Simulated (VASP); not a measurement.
# Si: relaxation of cell and atoms with RPBE+D4

Crystal: Si.

```
Si
1.0
     0.00000    2.72185    2.72185
     2.72185    0.00000    2.72185
     2.72185    2.72185    0.00000
Si
2
Cartesian
  2.7219 2.7219 2.7219
  4.0828 4.0828 4.0828
```

| Property | Result |
| --- | --- |
| Program | VASP 6.6.1 |
| Task | relaxation of cell and atoms |
| Functional | RPBE |
| Dispersion | D4 |
| Potentials or basis | VASP PAW PBE potentials, release 64 (Si) |
| Cutoff | 600 eV |
| k mesh | 8 × 8 × 8 |
| Occupations | fermi-dirac, width 0.05 eV |
| Spin | no spin polarisation |
| Dipole correction | no |
| Further INCAR settings | ALGO = Normal; EDIFF = 1e-07; IBRION = 2; EDIFFG = -0.01; NSW = 80; ISIF = 3 |

```yaml
Relaxed_volume: 19.49 Å³/atom
Relaxed_cell: a = 3.806 Å, b = 3.806 Å, c = 3.806 Å, α = 60.00°, β = 60.00°, γ = 60.00°
Space_group_after_relaxing_to_0.05_Å: Fd-3m (No. 227)
Energy_gained_by_relaxing: 6.6 meV/atom
Ionic_steps: 3
Pressure_after_relaxing: 0.0 GPa
Band_gap_on_the_k_mesh: 0.62 eV, indirect (least direct gap 2.58 eV)
Dispersion_energy_per_atom: -0.665 eV
```

The path:
```csv
step,energy change (eV),largest force (eV/Å),pressure (GPa),volume (Å³)
1,0.0000,0.0000,-3.03,40.33
2,-0.0074,0.0000,2.24,38.14
3,-0.0132,0.0000,0.01,38.99
```

Final structure:
```cif
data_structure
_symmetry_space_group_name_H-M 'P 1'
_symmetry_Int_Tables_number 1
_cell_length_a 3.8061
_cell_length_b 3.8061
_cell_length_c 3.8061
_cell_angle_alpha 60.000
_cell_angle_beta 60.000
_cell_angle_gamma 60.000
_cell_volume 38.99
loop_
_atom_site_label
_atom_site_type_symbol
_atom_site_fract_x
_atom_site_fract_y
_atom_site_fract_z
_atom_site_occupancy
Si1 Si 0.50000 0.50000 0.50000 1
Si2 Si 0.75000 0.75000 0.75000 1
```

Levels at points of the mesh, in eV from the valence-band top:
```tsv
k point	band 1	band 2	band 3	band 4	band 5	band 6	band 7	band 8
(0.00, 0.00, 0.00)	-12.12	0.00	0.00	0.00	2.58	2.58	2.58	3.81
(0.50, 0.00, 0.00)	-9.73	-7.07	-1.22	-1.22	1.70	3.33	3.33	7.89
(0.50, 0.50, 0.00)	-7.88	-7.88	-2.92	-2.92	0.71	0.71	10.39	10.39
```

Wall time 12 s on 1 thread of Intel(R) Xeon(R) 6975P-C (Granite Rapids), with other jobs on the host, peak memory 0.17 GiB.

Caveat: the PAW data sets were made with another functional, which shifts forces and pressure a little. A k mesh can miss the band edges.
